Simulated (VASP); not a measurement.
Set up this calculation in VASP 6.6.1, as the native input.

| Quantity | Value |
| --- | --- |
| Task | single point |
| Functional | PBE |
| Potentials or basis | VASP PAW PBE potentials, release 64 (Si, Te) |
| Cutoff | 500 eV |
| k mesh | 4 × 4 × 4 |
| Occupations | gaussian, width 0.1 eV |
| Spin | no spin polarisation |
| Dipole correction | no |
| Further INCAR settings | ALGO = Normal; EDIFF = 1e-06; NBANDS = 22 |

The structure of Si5Te lies in POSCAR:

```
Si5Te
1.0
    0.0000000000      3.9246184800      3.9246184800
    3.9246184800      0.0000000000      3.9246184800
    3.9246184800      3.9246184800      0.0000000000
Si Te
5 1
Direct
    0.2500000000      0.2500000000      0.2500000000
    0.1295901500      0.6234699500      0.6234699500
    0.6234699500      0.6234699500      0.6234699500
    0.6234699500      0.6234699500      0.1295901500
    0.6234699500      0.1295901500      0.6234699500
    0.0000000000      0.0000000000      0.0000000000
```

These files were run (other wordings do the same):

INCAR

```
PREC     = Accurate       # precision mode
ENCUT    = 500            # plane-wave cutoff, eV
EDIFF    = 1E-6           # SCF threshold, eV
ISMEAR   = 0              # smearing method
SIGMA    = 0.1            # smearing width, eV
LREAL    = F              # projectors in reciprocal space
LASPH    = T              # aspherical terms in the spheres
NELM     = 120            # most SCF steps
ALGO     = Normal         # electronic algorithm
ISIF     = 2              # what is computed and relaxed
LWAVE    = F              # write WAVECAR
LCHARG   = T              # write CHGCAR
GGA      = PE             # functional
LELF     = T              # ELF
LVHAR    = T            
NBANDS   = 22             # bands
GGA_COMPAT= F
```

KPOINTS

```
Automatic mesh
0
Gamma
  4 4 4
```

Potentials or basis: VASP PAW PBE potentials, release 64 (Si, Te).

Command:

```sh
$ cat potpaw_PBE.64/Si/POTCAR potpaw_PBE.64/Te/POTCAR > POTCAR
$ mpirun -np 1 vasp_std > vasp.out
```

It gave:

```yaml
Pressure: -6.6 GPa
Largest_force: 0.170 eV/Å
Band_gap_on_the_k_mesh: zero (band 13 reaches 7.66 eV, above the bottom of band 14 at 5.54 eV)
```

Caveat: spin-orbit coupling is left out, which moves the levels of the heavy elements.

Wall time 26 s on 1 thread of Intel Xeon 6975P-C, with other jobs on the host, peak memory 0.24 GiB.
